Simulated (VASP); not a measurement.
A run of VASP 6.6.1:

File INCAR:

```
SYSTEM = CdTeS4
  ALGO = Normal
  EDIFF = 1E-6
  ENCUT = 520
  GGA = PE
  ISIF = 2
  ISMEAR = 0
  LASPH = .True.
  LCHARG = .False.
  LREAL = .False.
  LWAVE = .False.
  NBANDS = 30
  NELM = 100
  PREC = Accurate
  SIGMA = 0.1
```

Contents of KPOINTS:

```
k-points
0
Gamma
  4 4 4
  0 0 0
```

POSCAR

```
CdTeS4
1.0
   -3.1283417400      3.1283417400      4.2792168800
    3.1283417400     -3.1283417400      4.2792168800
    3.1283417400      3.1283417400     -4.2792168800
Cd Te S
1 1 4
Direct
    0.0000000000      0.0000000000      0.0000000000
    0.5000000000      0.5000000000      0.0000000000
    0.5000000000      0.5000000000      0.5000000000
    0.0000000000      0.0000000000      0.5000000000
    0.5000000000      0.0000000000      0.0000000000
    0.0000000000      0.5000000000      0.0000000000
```

Potentials or basis: VASP PAW PBE potentials, release 64 (Cd, Te, S).

Launch:

```console
$ cat potpaw_PBE.64/Cd/POTCAR potpaw_PBE.64/Te/POTCAR potpaw_PBE.64/S/POTCAR > POTCAR
$ mpirun -np 1 vasp_std > vasp.out
```

Hardware: 1 thread of Intel Xeon 8259CL, on a shared host.

Problem. Estimate the wall time of this run.

Solution. It took 2.8 min on 1 thread of Intel Xeon 8259CL, with other jobs on the host, peak memory 0.35 GiB. Counts: scf iterations 15, k points 13.
